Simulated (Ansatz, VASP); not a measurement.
W in VASP and in Ansatz

```
W
1.0
     2.84451    0.00000    0.00000
    -1.42226    2.46342    0.00000
     0.00000    0.00000    4.60811
W
2
Direct
  0.33333 0.66667 0.25000
  0.66667 0.33333 0.75000
```

Alike in both runs: task relaxation of cell and atoms; functional PBE; k mesh 17 × 17 × 9; occupations fermi-dirac, width 0.05 eV; no spin polarisation.

|  | VASP | Ansatz |
| --- | --- | --- |
| version | VASP 6.6.1 | Ansatz 0.2.0 |
| potentials or method | VASP PAW PBE potentials, release 64 (W_sv) | PAW with Ansatz's default frozen-core files, scalar-relativistic |
| plane-wave cutoff (eV) | 600 | 420 |
| valence electrons in the cell | 28 | 28 |

VASP gave:

| Property | Result |
| --- | --- |
| relaxed volume (Å³/atom) | 16.55 |
| relaxed length of the cell vector where the two differ most in proportion (Å) | 2.779 |

Question: What did Ansatz give for the same quantities?

Answer: Relaxed volume (Å³/atom): 16.52; relaxed length of the cell vector where the two differ most in proportion (Å): 2.777.

Spin-orbit coupling is off throughout.
